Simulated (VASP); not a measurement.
Here is a VASP 6.6.1 calculation.

File INCAR:

```
PREC = Accurate ; ENCUT = 520
EDIFF = 1E-6 ; ISMEAR = -1
SIGMA = 0.1 ; LREAL = F
LASPH = T ; NELM = 80
ALGO = Normal ; ISIF = 2
LWAVE = F ; LCHARG = T
GGA = PS ; LELF = T
LVHAR = T ; NBANDS = 10
```

File KPOINTS:

```
regular mesh
0
Gamma
  13 13 7
```

POSCAR

```
Al
1.0
    1.4227496827     -2.4642747368      0.0000000000
    1.4227496826      2.4642747368      0.0000000000
    0.0000000000      0.0000000000      4.6540446341
Al
2
Direct
    0.6666666670      0.3333333330      0.2500000000
    0.3333333330      0.6666666670      0.7500000000
```

Potentials or basis: VASP PAW PBE potentials, release 64 (Al).

Launch:

```console
$ cat potpaw_PBE.64/Al/POTCAR > POTCAR
$ mpirun -np 1 vasp_std > vasp.out
```

What does it give for the band gap on the k mesh?

Zero (band 3 reaches 11.37 eV, above the bottom of band 4 at 5.25 eV).

Predict the pressure.

0.0 GPa.

Stress tensor (GPa, compression positive):
```
 0.08  0.00  0.00
 0.00  0.08  0.00
 0.00  0.00 -0.23
```

Caveat: the PAW data sets were made with another functional, which shifts forces and pressure a little.
